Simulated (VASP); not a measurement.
# Ru (P6_3/mmc) in VASP: a series of runs

Ru is run at these levels: PBE; tasks: single point.

Everything below comes from runs of VASP 6.6.1. Logs are shortened: lines on timing, memory, paths and dates and some standing lists are left out, and cuts for length are marked.

### 1 The cell of the first run

The structure is hexagonal, space group P6_3/mmc (No. 194). Conventional cell: a = 2.622 Å, b = 2.622 Å, c = 4.152 Å, α = 90.00°, β = 90.00°, γ = 120.00°. Within 3.4 Å of Ru (site symmetry -6m2) lie 12 Ru at 2.57 to 2.62 Å.

### 2 Single point, PBE

INCAR reads:

```
SYSTEM = Ru
  PREC = Accurate
  ENCUT = 500
  EDIFF = 1E-6
  ISMEAR = -1
  SIGMA = 0.1
  LREAL = .FALSE.
  LASPH = .TRUE.
  NELM = 120
  ALGO = Normal
  ISIF = 2
  LWAVE = .FALSE.
  LCHARG = .FALSE.
  GGA = PE
  NBANDS = 21
  GGA_COMPAT = .FALSE.
```

KPOINTS reads:

```
Automatic mesh
0
G
  17 17 9
  0 0 0
```

POSCAR reads:

```
Ru
1.0
    2.6216188541      0.0000000000      0.0000000000
   -1.3108094271      2.2703885266      0.0000000000
    0.0000000000      0.0000000000      4.1516764014
Ru
2
Direct
    0.3333333333      0.6666666667      0.2500000000
    0.6666666667      0.3333333333      0.7500000000
```

Potentials or basis: VASP PAW PBE potentials, release 64 (Ru_pv).

Launch:

```sh
> cat potpaw_PBE.64/Ru_pv/POTCAR > POTCAR
> mpirun -np 1 vasp_std > vasp.out
```

OUTCAR:

```text
SYSTEM = Ru
   PREC = Accurate
   ENCUT = 500
   EDIFF = 1E-6
   ISMEAR = -1
   LREAL = .FALSE.
   LASPH = .TRUE.
   NELM = 120
   ISIF = 2
   GGA = PE

 ion  position               nearest neighbor table
   1  0.333  0.667  0.250-   2 2.57   2 2.57   2 2.57   2 2.57   2 2.57   2 2.57
   2  0.667  0.333  0.750-   1 2.57   1 2.57   1 2.57   1 2.57   1 2.57   1 2.57

  LATTYP: Found a hexagonal cell.
 ALAT       =     2.6216188541
 C/A-ratio  =     1.5836308146

  Lattice vectors:

 A1 = (   2.6216188541,   0.0000000000,   0.0000000000)
 A2 = (  -1.3108094271,   2.2703885266,   0.0000000000)
 A3 = (   0.0000000000,   0.0000000000,   4.1516764014)

Analysis of symmetry for initial positions (statically):
=====================================================================
 Subroutine PRICEL returns:
 Original cell was already a primitive cell.

 Routine SETGRP: Setting up the symmetry group for a
 hexagonal supercell.

 Subroutine GETGRP returns: Found 24 space group operations
 (whereof 12 operations were pure point group operations)
 out of a pool of 24 trial point group operations.

The static configuration has the point symmetry D_3d.
 The point group associated with its full space group is D_6h.

Analysis of symmetry for dynamics (positions and initial velocities):
=====================================================================
 Subroutine PRICEL returns:
 Original cell was already a primitive cell.

 Routine SETGRP: Setting up the symmetry group for a
 hexagonal supercell.

 Subroutine GETGRP returns: Found 24 space group operations
 (whereof 12 operations were pure point group operations)
 out of a pool of 24 trial point group operations.

The dynamic configuration has the point symmetry D_3d.
 The point group associated with its full space group is D_6h.

 Subroutine INISYM returns: Found 24 space group operations
 (whereof 12 operations are pure point group operations),
 and found     1 'primitive' translations

----------------------------------------------------------------------------------------

                                     Primitive cell

  volume of cell :      24.7112

  direct lattice vectors                    reciprocal lattice vectors
     2.621618854  0.000000000  0.000000000     0.381443702  0.220226624  0.000000000
    -1.310809427  2.270388527  0.000000000     0.000000000  0.440453248  0.000000000
     0.000000000  0.000000000  4.151676401     0.000000000  0.000000000  0.240866557

  length of vectors
     2.621618854  2.621618854  4.151676401     0.440453248  0.440453248  0.240866557

  position of ions in fractional coordinates (direct lattice)
     0.333333333  0.666666667  0.250000000
     0.666666667  0.333333333  0.750000000

  ion indices of the primitive-cell ions
   primitive index   ion index
                 1           1
                 2           2

----------------------------------------------------------------------------------------

 KPOINTS: Automatic mesh

Automatic generation of k-mesh.
 Grid dimensions read from file:
 generate k-points for:   17   17    9

 Generating k-lattice:

  Cartesian coordinates                     Fractional coordinates (reciprocal lattice)
     0.022437865  0.012954507  0.000000000     0.058823529  0.000000000  0.000000000
     0.000000000  0.025909015  0.000000000     0.000000000  0.058823529  0.000000000
     0.000000000  0.000000000  0.026762951     0.000000000  0.000000000  0.111111111

  Length of vectors
     0.025909015  0.025909015  0.026762951

  Shift w.r.t. Gamma in fractional coordinates (k-lattice)
     0.000000000  0.000000000  0.000000000

 Subroutine IBZKPT returns following result:
 ===========================================

 Found    165 irreducible k-points:

 Following reciprocal coordinates:
            Coordinates               Weight
  0.000000  0.000000  0.000000      1.000000
  0.058824 -0.000000  0.000000      6.000000
  0.117647  0.000000  0.000000      6.000000
  0.176471 -0.000000  0.000000      6.000000
  0.235294  0.000000  0.000000      6.000000
  0.294118 -0.000000  0.000000      6.000000
[... 16 lines left out ...]
  0.411765  0.117647  0.000000     12.000000
  0.176471  0.176471  0.000000      6.000000
 [... further k-points ...]
   k-points           NKPTS =    165   k-points in BZ     NKDIM =    165   number of bands    NBANDS=     21
   number of dos      NEDOS =    301   number of ions     NIONS =      2
   total plane-waves  NPLWV =  12000
   dimension x,y,z NGX =    20 NGY =   20 NGZ =   30
   dimension x,y,z NGXF=    40 NGYF=   40 NGZF=   60
   ions per type =               2
   NGX,Y,Z   is equivalent  to a cutoff of  12.68, 12.68, 12.01 a.u.
   NGXF,Y,Z  is equivalent  to a cutoff of  25.37, 25.37, 24.03 a.u.
 SYSTEM =  Ru
   PREC   = accura    normal or accurate (medium, high low for compatibility)
   ISTART =      0    job   : 0-new  1-cont  2-samecut
   ICHARG =      2    charge: 1-file 2-atom 10-const
   ISPIN  =      1    spin polarized calculation?
   LNONCOLLINEAR =      F non collinear calculations
   LSORBIT =      F    spin-orbit coupling
   LASPH  =      T    aspherical Exc in radial PAW
   ENCUT  =  500.0 eV  36.75 Ry    6.06 a.u.   4.78  4.78  7.57*2*pi/ulx,y,z
   NELM   =    120;   NELMIN=  2; NELMDL= -5     # of ELM steps
   EDIFF  = 0.1E-05   stopping-criterion for ELM
   LREAL  =      F    real-space projection
   EDIFFG = 0.1E-04   stopping-criterion for IOM
   NSW    =      0    number of steps for IOM
   IBRION =     -1    ionic relax: 0-MD 1-quasi-New 2-CG
   NFREE  =      0    steps in history (QN), initial steepest desc. (CG)
   ISIF   =      2    stress and relaxation
   ISYM   =      2    0-nonsym 1-usesym 2-fastsym
   POTIM  = 0.5000    time-step for ionic-motion
   TEBEG  =    0.0;   TEEND  =   0.0 temperature during run
   PSTRESS=    0.0 pullay stress
   NELECT =      28.0000    total number of electrons
   NUPDOWN=      -1.0000    fix difference up-down
   EMIN   =  10.00;   EMAX   =-10.00  energy-range for DOS
   EFERMI =   0.00;   METHOD = LEGACY
   ISMEAR =    -1;   SIGMA  =   0.10  broadening in eV -4-tet -1-fermi 0-gaus
   EFERMI_NEDOS =   21; number of points for ismear=-14 and -15
   IALGO  =     38    algorithm
   IMIX   =      4    mixing-type and parameters
     AMIX     =   0.40;   BMIX     =  1.00
     AMIX_MAG =   1.60;   BMIX_MAG =  1.00
  volume/ion in A,a.u.               =      12.36        83.38
  Fermi-wavevector in a.u.,A,eV,Ry     =   1.706723  3.225239 39.632467  2.912904
  Thomas-Fermi vector in A             =   2.785707
   LORBIT       =      0    0 simple, 1 ext, 2 COOP (PROOUT), +10 PAW based schemes
   GGA     = PE    functional components
   LHFCALC =     F    Hartree Fock is set to
   AEXX    =    0.0000 exact exchange contribution
   IVDW    =     0    specifies the selected vdW correction
   LEPSILON=     F    determine dielectric tensor
   LRPA    =     F    only Hartree local field effects (RPA)
 non-spin polarized calculation
  energy-cutoff  :      500.00
  volume of cell :       24.71
 maximum number of plane-waves:       644
 NGX is ok and might be reduce to    20
   NGX =  9   NGY =  9   NGZ = 15

 number of electron      27.9999993 magnetization

 Free energy of the ion-electron system (eV)
  ---------------------------------------------------
  ext. energy  EPLUGINS =         0.00000000
  ---------------------------------------------------
  free energy    TOTEN  =       -18.14195240 eV

  energy without entropy =      -18.09190230  energy(sigma->0) =      -18.11692735

 E-fermi :  14.6593     XC(G=0): -14.7137

 val. band max:       14.6548049496   @ k =   0.4118   0.0588   0.3333
 cond. band min:      14.6667394048   @ k =   0.4118   0.1176   0.4444
 fundamental gap:      0.0119344552
 Fermi energy:        14.6592903796

 k-point     1 :       0.0000    0.0000    0.0000
  band No.  band energies     occupation
      1     -29.4146      2.00000
      2     -28.1489      2.00000
      3     -28.1489      2.00000
      4     -27.9230      2.00000
      5     -27.9230      2.00000
      6     -27.8650      2.00000
[... 13 lines left out ...]
     20      24.9533      0.00000
     21      26.1668      0.00000

 k-point     2 :       0.0588   -0.0000    0.0000
  band No.  band energies     occupation
      1     -29.3986      2.00000
      2     -28.1839      2.00000
      3     -28.1606      2.00000
      4     -27.9595      2.00000
      5     -27.9275      2.00000
      6     -27.8723      2.00000
[... 13 lines left out ...]
     20      24.9534      0.00000
     21      26.1473      0.00000

 k-point     3 :       0.1176    0.0000    0.0000
  band No.  band energies     occupation
      1     -29.3516      2.00000
      2     -28.2843      2.00000
      3     -28.1937      2.00000
      4     -28.0628      2.00000
      5     -27.9411      2.00000
      6     -27.8943      2.00000
[... 13 lines left out ...]
     20      24.9533      0.00000
     21      26.0750      0.00000

 k-point     4 :       0.1765   -0.0000    0.0000
  band No.  band energies     occupation
      1     -29.2768      2.00000
      2     -28.4363      2.00000
      3     -28.2423      2.00000
      4     -28.2159      2.00000
      5     -27.9631      2.00000
      6     -27.9311      2.00000
[... 13 lines left out ...]
     20      24.9533      0.00000
     21      25.9341      0.00000

 k-point     5 :       0.2353    0.0000    0.0000
  band No.  band energies     occupation
      1     -29.1794      2.00000
      2     -28.6190      2.00000
      3     -28.3948      2.00000
      4     -28.2988      2.00000
      5     -27.9910      2.00000
      6     -27.9826      2.00000
[... 13 lines left out ...]
     20      24.9533      0.00000
     21      25.7419      0.00000

 k-point     6 :       0.2941   -0.0000    0.0000
  band No.  band energies     occupation
      1     -29.0666      2.00000
      2     -28.8074      2.00000
      3     -28.5740      2.00000
      4     -28.3556      2.00000
      5     -28.0476      2.00000
      6     -28.0212      2.00000
[... 13 lines left out ...]
     20      24.9532      0.00000
     21      25.5326      0.00000

 k-point     7 :       0.3529    0.0000    0.0000
  band No.  band energies     occupation
      1     -28.9757      2.00000
      2     -28.9486      2.00000
      3     -28.7307      2.00000
      4     -28.4053      2.00000
      5     -28.1225      2.00000
      6     -28.0490      2.00000
[... 13 lines left out ...]
     20      25.1328      0.00000
     21      25.5168      0.00000
[... 291 lines left out ...]
      1     -29.0293      2.00000
      2     -28.7952      2.00000
      3     -28.6561      2.00000
      4     -28.3573      2.00000
      5     -28.0926      2.00000
      6     -28.0702      2.00000
[... 13 lines left out ...]
     20      24.9531      0.00000
     21      25.6524      0.00000

 k-point    21 :       0.2941    0.1176    0.0000
  band No.  band energies     occupation
      1     -28.9514      2.00000
      2     -28.9134      2.00000
      3     -28.7580      2.00000
      4     -28.4391      2.00000
      5     -28.1458      2.00000
      6     -28.1297      2.00000
[... 13 lines left out ...]
     20      25.4180      0.00000
     21      26.1210      0.00000

 k-point    22 :       0.3529    0.1176    0.0000
  band No.  band energies     occupation
      1     -29.0682      2.00000
      2     -28.8331      2.00000
      3     -28.8058      2.00000
      4     -28.5006      2.00000
      5     -28.2229      2.00000
      6     -28.1573      2.00000
[... 13 lines left out ...]
     20      24.9531      0.00000
     21      26.5367      0.00000

 k-point    23 :       0.4118    0.1176    0.0000
  band No.  band energies     occupation
      1     -29.1305      2.00000
      2     -28.8733      2.00000
      3     -28.7330      2.00000
      4     -28.5332      2.00000
      5     -28.2793      2.00000
      6     -28.1720      2.00000
[... 13 lines left out ...]
     20      24.9527      0.00000
     21      26.9329      0.00000

 k-point    24 :       0.1765    0.1765    0.0000
  band No.  band energies     occupation
      1     -29.0398      2.00000
      2     -28.7139      2.00000
      3     -28.7017      2.00000
      4     -28.3318      2.00000
      5     -28.1184      2.00000
      6     -28.0636      2.00000
[... 13 lines left out ...]
     20      24.9532      0.00000
     21      25.7225      0.00000

 [... further k-points ...]

------------------------ aborting loop because EDIFF is reached ----------------------------------------

  FORCE on cell =-STRESS in cart. coord.  units (eV):
  Direction    XX          YY          ZZ          XY          YZ          ZX
  --------------------------------------------------------------------------------------
  -------------------------------------------------------------------------------------
  Total        6.8008106      6.8008106      6.8067309     -0.0000000      0.0000000     -0.0000000
  in kB      440.9385117    440.9385117    441.3223589     -0.0000000      0.0000000     -0.0000000
  external PRESSURE =     441.0664608 kB  Pullay stress =       0.0000000 kB

 VOLUME and BASIS-vectors are now :
 -----------------------------------------------------------------------------
  energy-cutoff  :      500.00
  volume of cell :       24.71
      direct lattice vectors                 reciprocal lattice vectors
     2.621618854  0.000000000  0.000000000     0.381443702  0.220226624  0.000000000
    -1.310809427  2.270388527  0.000000000     0.000000000  0.440453248  0.000000000
     0.000000000  0.000000000  4.151676401     0.000000000  0.000000000  0.240866557

 POSITION                                       TOTAL-FORCE (eV/Angst)
 -----------------------------------------------------------------------------------
     -0.00000      1.51359      1.03792         0.000000     -0.000000      0.000000
      1.31081      0.75680      3.11376        -0.000000      0.000000      0.000000
 -----------------------------------------------------------------------------------
    total drift:                               -0.000000      0.000000     -0.000000

  FREE ENERGIE OF THE ION-ELECTRON SYSTEM (eV)
  ---------------------------------------------------
  free  energy   TOTEN  =       -18.1419524035 eV

  energy  without entropy=      -18.0919022970  energy(sigma->0) =      -18.11692735
```

It took 82 s on 1 thread of Intel Xeon 8259CL, shared host; peak memory 0.18 GiB.

Results:

```yaml
Free_energy: -18.1420 eV
Pressure: 44.1 GPa
Band_gap_on_the_k_mesh: zero (band 14 reaches 16.46 eV, above the bottom of band 15 at 12.78 eV)
```

### 3 Single point, PBE

INCAR reads:

```
PREC = Accurate ; ENCUT = 500
EDIFF = 1E-6 ; ISMEAR = -1
SIGMA = 0.1 ; LREAL = False
LASPH = True ; NELM = 120
ALGO = Normal ; ISIF = 2
LWAVE = False ; LCHARG = True
GGA = PE ; LELF = True
LVHAR = True ; NBANDS = 21
GGA_COMPAT = False
```

KPOINTS reads:

```
regular mesh
0
Gamma
  17 17 9
```

POSCAR reads:

```
Ru
1.0
    2.6214888266      0.0000000000      0.0000000000
   -1.3107444133      2.2702759196      0.0000000000
    0.0000000000      0.0000000000      4.1512898676
Ru
2
Direct
    0.3333333333      0.6666666667      0.2500000000
    0.6666666667      0.3333333333      0.7500000000
```

Potentials or basis: VASP PAW PBE potentials, release 64 (Ru_pv).

Launch:

```sh
> cat potpaw_PBE.64/Ru_pv/POTCAR > POTCAR
> mpirun -np 1 vasp_std > vasp.out
```

Wall time 85 s (1 thread of Intel Xeon 8259CL, shared host); peak memory 0.18 GiB.

The run converged. Its results:

```yaml
Free_energy: -18.1406 eV
Pressure: 44.2 GPa
Band_gap_on_the_k_mesh: zero (band 14 reaches 16.47 eV, above the bottom of band 15 at 12.78 eV)
```

Levels at points of the mesh, in eV from the Fermi level:
```
           k point  band 10  band 11  band 12  band 13  band 14  band 15  band 16  band 17  band 18  band 19
(0.00, 0.00, 0.00)    -3.02    -2.81    -2.23    -2.23    -1.61    -1.61     1.34     1.34     1.41    10.29
```
